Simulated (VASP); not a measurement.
BaTiO3: electric field gradients with PBEsol

Crystal: BaTiO3.

```
Ba Ti O
1.0
     4.11979    0.00000    0.00000
     0.00000    4.11979    0.00000
     0.00000    0.00000    4.01800
Ba Ti O
1 1 3
Cartesian
  0.0000 0.0000 0.0000
  2.0599 2.0599 1.9367
  2.0599 2.0599 0.0643
  2.0599 0.0000 2.0693
  0.0000 2.0599 2.0693
```

This cell differs from its parent crystal: equal xx and yy strain of +3 %.

- Program: VASP 6.6.1
- Task: electric field gradients
- Functional: PBEsol
- Potentials or basis: VASP PAW PBE potentials, release 64 (Ba_sv, Ti_sv, O)
- Cutoff: 520 eV
- k mesh: 7 × 7 × 7
- Occupations: fermi-dirac, width 0.08 eV
- Spin: no spin polarisation
- Dipole correction: no
- Further INCAR settings: ALGO = Normal; EDIFF = 1e-08; NBANDS = 28

* Pressure: -10.2 GPa
* Largest force: 0.500 eV/Å
* Band gap on the k mesh: 1.70 eV, indirect (least direct gap 1.94 eV)

Forces in eV/Å, atoms in the order of the input:
```
Ba   0.000  0.000 -0.091
Ti   0.000  0.000 -0.040
O    0.000  0.000  0.500
O    0.000  0.000 -0.184
O    0.000  0.000 -0.184
```

Stress tensor (GPa, compression positive):
```
-12.11   0.00   0.00
  0.00 -12.11   0.00
  0.00   0.00  -6.34
```

Levels at points of the mesh, in eV from the valence-band top:
```
           k point  band 17  band 18  band 19  band 20  band 21  band 22  band 23  band 24
(0.00, 0.00, 0.00)    -0.89    -0.26    -0.25    -0.25     1.70     2.03     2.03     3.63
```

Electric field gradients, principal values (V/Å²):
| atom | least | middle | greatest (by size) |
| --- | --- | --- | --- |
| 1 Ba | 3.590 | 3.590 | -7.180 |
| 2 Ti | 12.663 | 12.663 | -25.326 |
| 3 O | -5.363 | -5.363 | 10.726 |
| 4 O | -12.098 | -22.104 | 34.202 |
| 5 O | -12.098 | -22.104 | 34.202 |

Wall time 40 s on 1 thread of AMD EPYC 9R45 96-Core Processor (Zen 5), on a shared host, peak memory 0.2 GiB.

Caveat: the cell differs from its parent crystal (equal xx and yy strain of +3 %); without QUAD_EFG the Cq values of the log hold for a quadrupole moment of 1 mb, not for the nuclei; the PAW data sets were made with another functional, which shifts forces and pressure a little; spin-orbit coupling is left out, which moves the levels of the heavy elements. A k mesh can miss the band edges.
